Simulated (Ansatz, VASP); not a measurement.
**Two plane-wave programs on LiCl**

POSCAR

```
LiCl
1.0
   -0.0501306049      2.5565159201      2.5565159201
    2.5565159201     -0.0501306049      2.5565159201
    2.5565159201      2.5565159201     -0.0501306049
Li Cl
1 1
Direct
    0.0000000000      0.0000000000      0.0000000000
    0.5000000000      0.5000000000      0.5000000000
```

File INCAR.step1:

```
PREC = Accurate
ENCUT = 520
EDIFF = 1E-5
ISMEAR = 0
SIGMA = 0.01
LREAL = F
LASPH = T
NELM = 100
ALGO = Normal
ISIF = 2
LWAVE = T
LCHARG = F
NBANDS = 12
GGA = PE
```

INCAR.step2

```
PREC = Accurate
ENCUT = 520
EDIFF = 1E-6
ISMEAR = 0
SIGMA = 0.01
LREAL = F
LASPH = T
NELM = 100
ALGO = Normal
ISIF = 2
LWAVE = F
LCHARG = F
GGA = PE
LHFCALC = T
HFSCREEN = 0.2079
PRECFOCK = Normal
NBANDS = 12
ISTART = 1
```

KPOINTS

```
Automatic mesh
0
Gamma
  6 6 6
```

Input for Ansatz:

```yaml
crystal:
  lattice:
    - [-0.0501306049, 2.5565159201, 2.5565159201]
    - [2.5565159201, -0.0501306049, 2.5565159201]
    - [2.5565159201, 2.5565159201, -0.0501306049]
  atoms:
    - { symbol: Li, position: [0.0, 0.0, 0.0] }
    - { symbol: Cl, position: [0.5, 0.5, 0.5] }
kpoints:
  mp_grid: { grid: [6, 6, 6] }
  band_path:
    path:
      - [0.0, 0.0, 0.0]
      - [0.5, 0.0, 0.5]
      - [0.625, 0.25, 0.625]
      - [0.375, 0.375, 0.75]
      - [0.5, 0.5, 0.5]
      - [0.5, 0.25, 0.75]
    npoints: 1
hamiltonian:
  xc: hse06
scf:
  occupations: { method: fixed }
  n_extra_bands: 4
output:
  forces: true
  stress: true
  eigenvalues: true
  write_density: true
  write_potential: true
  elf: true
  volumetric_format: npy
```

Change from the starting cell: epitaxial_111 strain +2.0%.

Alike in both runs: task single point; functional HSE06; k mesh 6 × 6 × 6; no spin polarisation.

|  | VASP | Ansatz |
| --- | --- | --- |
| version | VASP 6.6.1 | Ansatz 0.2.0 |
| potentials or method | VASP PAW PBE potentials, release 64 (Li_sv, Cl) | plane waves, PAW |
| plane-wave cutoff (eV) | 520 | 420 |
| occupations | gaussian, width 0.01 eV | fixed |
| valence electrons in the cell | 10 | 10 |

```csv
,VASP,Ansatz,Ansatz less VASP
gap on the k mesh at the Fermi level (eV),7.49,7.49,-0.007
```

Ansatz's warnings: stress exchange threshold loose, stress scf threshold loose.

Noted on VASP's run: the cutoff is short for stress, so the pressure is rough.
